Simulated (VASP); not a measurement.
Set up this calculation in VASP 6.6.1, as the native input.

```yaml
Task: single point
Functional: PBE
Potentials_or_basis: VASP PAW PBE potentials, release 64 (Na_pv, I)
Cutoff: 520 eV
k_mesh: 8 × 8 × 8
Occupations: fermi-dirac, width 0.02 eV
Spin: no spin polarisation
Dipole_correction: no
Further_INCAR_settings: ALGO = Normal; EDIFF = 1e-06; NBANDS = 14
```

The structure of NaI lies in POSCAR:

```
NaI
1.0
    0.0000000000      3.2364000000      3.2364000000
    3.2364000000      0.0000000000      3.2364000000
    3.2364000000      3.2364000000      0.0000000000
Na I
1 1
Direct
    0.0000000000      0.0000000000      0.0000000000
    0.5000000000      0.5000000000      0.5000000000
```

These files were run (other wordings do the same):

INCAR

```
PREC = Accurate
ENCUT = 520
EDIFF = 1E-6
ISMEAR = -1
SIGMA = 0.02
LREAL = F
LASPH = T
NELM = 80
ALGO = Normal
ISIF = 2
LWAVE = F
LCHARG = F
GGA = PE
NBANDS = 14
```

KPOINTS

```
Automatic mesh
0
Gamma
  8 8 8
```

Potentials or basis: VASP PAW PBE potentials, release 64 (Na_pv, I).

Run with:

```console
$ cat potpaw_PBE.64/Na_pv/POTCAR potpaw_PBE.64/I/POTCAR > POTCAR
$ mpirun -np 1 vasp_std > vasp.out
```

It gave:

```
Pressure               : 0.4 GPa
Band gap on the k mesh : 3.64 eV
```

Caveat: spin-orbit coupling is left out, which moves the levels of the heavy elements.

It took 12 s on 1 thread of Intel(R) Xeon(R) Platinum 8488C (Sapphire Rapids) (shared host), peak memory 0.21 GiB.
